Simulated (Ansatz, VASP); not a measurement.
Ca: VASP beside Ansatz

File INCAR:

```
ALGO = Normal
EDIFF = 1E-6
ENCUT = 520
GGA = PE
ISIF = 2
ISMEAR = 0
LASPH = T
LCHARG = F
LREAL = F
LWAVE = F
NBANDS = 11
NELM = 80
PREC = Accurate
SIGMA = 0.15
```

File KPOINTS:

```
k-points
0
Gamma
  14 14 14
```

File POSCAR:

```
Ca
1.0
    0.0000000000      2.8780260000      2.7103740000
    2.8780260000      0.0000000000      2.7103740000
    2.8780260000      2.8780260000      0.0000000000
Ca
1
Direct
    0.0000000000      0.0000000000      0.0000000000
```

Input for Ansatz:

```yaml
crystal:
  lattice:
    - [0.0, 2.878026, 2.710374]
    - [2.878026, 0.0, 2.710374]
    - [2.878026, 2.878026, 0.0]
  atoms:
    - { symbol: Ca, position: [0.0, 0.0, 0.0] }
basis:
  ecutwfc: 420
kpoints:
  mp_grid: { grid: [14, 14, 14] }
hamiltonian:
  xc: pbe
scf:
  occupations: { method: gaussian, width: 0.15 }
output:
  forces: true
  stress: true
  eigenvalues: true
```

Change from the starting cell: strain +0.030 along x and y, -0.030 along z, atoms carried along.

Alike in both runs: task single point; functional PBE; k mesh 14 × 14 × 14; occupations gaussian, width 0.15 eV; no spin polarisation.

|  | VASP | Ansatz |
| --- | --- | --- |
| version | VASP 6.6.1 | Ansatz 0.2.0 |
| potentials or method | VASP PAW PBE potentials, release 64 (Ca_sv), cutoff 520 eV | scalar-relativistic, plane waves, PAW |
| valence electrons in the cell | 10 | 10 |

```csv
,VASP,Ansatz,Ansatz less VASP
gap on the k mesh at the Fermi level (eV),none,none,-
pressure (GPa),-1.0,-1.0,-0.02
"traceless stress, the component that is largest in VASP (GPa)",0.20,0.20,0.000
```

A gap of «none» marks a metal or a gap that the smearing closes.
